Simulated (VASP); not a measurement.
The system is CuO (Tenorite).

```
Cu O
1.0
     2.36018   -1.72475    0.00000
     2.36018    1.72475    0.00000
    -0.86625    0.00000    5.09294
Cu O
2 2
Direct
  0.49680 0.00320 0.50000
  0.00320 0.49680 0.00000
  0.40560 0.57140 0.75370
  0.57140 0.40560 0.25370
```

Base run:

```yaml
Program: VASP 6.6.1
Functional: r2SCAN
Potentials_or_basis: VASP PAW PBE potentials, release 64 (Cu, O)
Cutoff: 520 eV
k_mesh: 10 × 10 × 5
Occupations: fermi-dirac, width 0.05 eV
Spin: no spin polarisation
```

Its results: band gap on the k mesh zero (band 17 reaches 5.48 eV, above the bottom of band 18 at 4.89 eV); pressure -3.8 GPa; largest force 0.722 eV/Å.

Q: The run is repeated on the same cell with these changes: functional from r2SCAN to PBEsol. What comes out?

A: Band gap on the k mesh zero (band 17 reaches 5.52 eV, above the bottom of band 18 at 4.92 eV); pressure -5.3 GPa; largest force 0.744 eV/Å.

Caveats: the PAW data sets were made with another functional, which shifts forces and pressure a little; semilocal functionals often make such compounds metallic where correlation or magnetic order opens a gap, which also shifts bond lengths.
